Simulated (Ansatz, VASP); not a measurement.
## SnS in VASP and in Ansatz

The input INCAR:

```
SYSTEM = SnS
  PREC = Accurate
  ENCUT = 500
  EDIFF = 1E-7
  ISMEAR = 0
  SIGMA = 0.01
  LREAL = .FALSE.
  LASPH = .TRUE.
  NELM = 120
  ALGO = Normal
  ISIF = 3
  LWAVE = .FALSE.
  LCHARG = .FALSE.
  GGA = PS
  IBRION = 2
  NSW = 100
  EDIFFG = -0.001
  GGA_COMPAT = .FALSE.
  NELMIN = 4
  KPAR = 4
```

KPOINTS

```
Automatic mesh
0
G
  4 8 8
  0 0 0
```

File POSCAR:

```
SnS
1.0
   11.2000000000      0.0000000000      0.0000000000
    0.0000000000      3.9870000000      0.0000000000
    0.0000000000      0.0000000000      4.3340000000
Sn S
4 4
Direct
    0.1194000000      0.2500000000      0.1198000000
    0.3806000000      0.7500000000      0.6198000000
    0.6194000000      0.2500000000      0.3802000000
    0.8806000000      0.7500000000      0.8802000000
    0.8508000000      0.2500000000      0.4793000000
    0.6492000000      0.7500000000      0.9793000000
    0.3508000000      0.2500000000      0.0207000000
    0.1492000000      0.7500000000      0.5207000000
```

Input for Ansatz:

```yaml
crystal:
  lattice:
    - [11.2, 0.0, 0.0]
    - [0.0, 3.987, 0.0]
    - [0.0, 0.0, 4.334]
  atoms:
    - { symbol: Sn, position: [0.1194, 0.25, 0.1198] }
    - { symbol: Sn, position: [0.3806, 0.75, 0.6198] }
    - { symbol: Sn, position: [0.6194, 0.25, 0.3802] }
    - { symbol: Sn, position: [0.8806, 0.75, 0.8802] }
    - { symbol: S, position: [0.8508, 0.25, 0.4793] }
    - { symbol: S, position: [0.6492, 0.75, 0.9793] }
    - { symbol: S, position: [0.3508, 0.25, 0.0207] }
    - { symbol: S, position: [0.1492, 0.75, 0.5207] }
scf:
  occupations: { method: fixed }
output:
  forces: true
  stress: true
  eigenvalues: true
  write_density: true
  write_potential: true
  elf: true
  volumetric_format: npy
kpoints:
  mp_grid: { grid: [4, 8, 8] }
hamiltonian:
  xc: pbesol
relax:
  f_tol: 0.001
  max_steps: 90
  cell: { stress_tol: 0.01 }
```

Alike in both runs: task relaxation of cell and atoms; functional PBEsol; k mesh 4 × 8 × 8; no spin polarisation.

|  | VASP | Ansatz |
| --- | --- | --- |
| version | VASP 6.6.1 | Ansatz 0.2.0 |
| potentials or method | VASP PAW PBE potentials, release 64 (Sn_d, S) | scalar-relativistic, plane waves, PAW |
| plane-wave cutoff (eV) | 500 | 420 |
| occupations | gaussian, width 0.01 eV | fixed |
| valence electrons in the cell | 80 | 80 |

Ansatz gave:

```
gap on the k mesh at the Fermi level, each at its own relaxed structure (eV)  : 0.75
relaxed volume (Å³/atom)                                                      : 23.41
relaxed length of the cell vector where the two differ most in proportion (Å) : 4.238
```

Q: What did VASP give for the same quantities?

A: gap on the k mesh at the Fermi level, each at its own relaxed structure (eV): 0.73; relaxed volume (Å³/atom): 23.38; relaxed length of the cell vector where the two differ most in proportion (Å): 4.233.

VASP's potentials were made for PBE, not for PBEsol.
